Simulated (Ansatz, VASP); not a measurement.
# One calculation of Si12NO22, two programs

```
CELL_PARAMETERS angstrom
-2.45818 4.25769 5.40840
4.91636 0.00000 5.40840
4.91636 8.51539 0.00000
ATOMIC_POSITIONS crystal
Si 0.09064 0.56351 0.94906
Si 0.40676 0.92816 0.03896
Si 0.00551 0.01112 0.26223
Si 0.09530 0.57809 0.45060
Si 0.42387 0.93459 0.55774
Si 0.99066 0.99589 0.75509
Si 0.60817 0.06572 0.20586
Si 0.90060 0.43960 0.28547
Si 0.50291 0.50839 0.51996
Si 0.58289 0.05086 0.68686
Si 0.89307 0.42763 0.78263
Si 0.49250 0.50059 0.01684
O 0.31483 0.46787 0.97050
O 0.92563 0.51826 0.10719
O 0.91843 0.19975 0.33600
O 0.19090 0.05032 0.11760
O 0.57075 0.96446 0.09749
O 0.56578 0.30636 0.14249
O 0.31668 0.48859 0.47626
O 0.92579 0.52059 0.60377
O 0.90336 0.19053 0.82383
O 0.18613 0.03554 0.61768
O 0.57158 0.29200 0.63033
O 0.84055 0.97426 0.20545
O 0.47305 0.01685 0.37633
O 0.44976 0.69045 0.59832
O 0.68159 0.54910 0.36936
O 0.07389 0.48715 0.32837
O 0.06788 0.81795 0.39210
O 0.44473 0.00644 0.85914
O 0.41413 0.69132 0.08777
O 0.67461 0.53836 0.86815
O 0.06557 0.46194 0.83503
O 0.05606 0.80443 0.88730
N 0.82696 0.93688 0.69470
```

Alike in both runs: functional PBEsol; k mesh 2 × 2 × 1; occupations gaussian, width 0.02 eV; collinear spin.

Ansatz relaxed the structure, and its values are those at the end. VASP's run is a single point on that final structure, the one shown.

|  | VASP | Ansatz |
| --- | --- | --- |
| version | VASP 6.6.1 | Ansatz 0.2.0 |
| potentials or method | VASP PAW PBE potentials, release 64 (Si, O, N), cutoff 520 eV | scalar-relativistic, plane waves, PAW |
| valence electrons in the cell | 185 | 185 |

VASP gave:

| Quantity | Value |
| --- | --- |
| rms of the force components (eV/Å) | 0.015 |
| net moment per atom (μB) | 0.03 |
| size of the moment on the site where the two differ most (μB) | 0.53 |

Which values does Ansatz return?

rms of the force components (eV/Å): 0.003; net moment per atom (μB): 0.03; size of the moment on the site where the two differ most (μB): 0.50.

VASP's potentials were made for PBE, not for PBEsol, and Ansatz warns of the same on its side. Site moments also hang on the region over which each program counts them.

The k mesh is coarse, so the values compare programs but aren't converged.
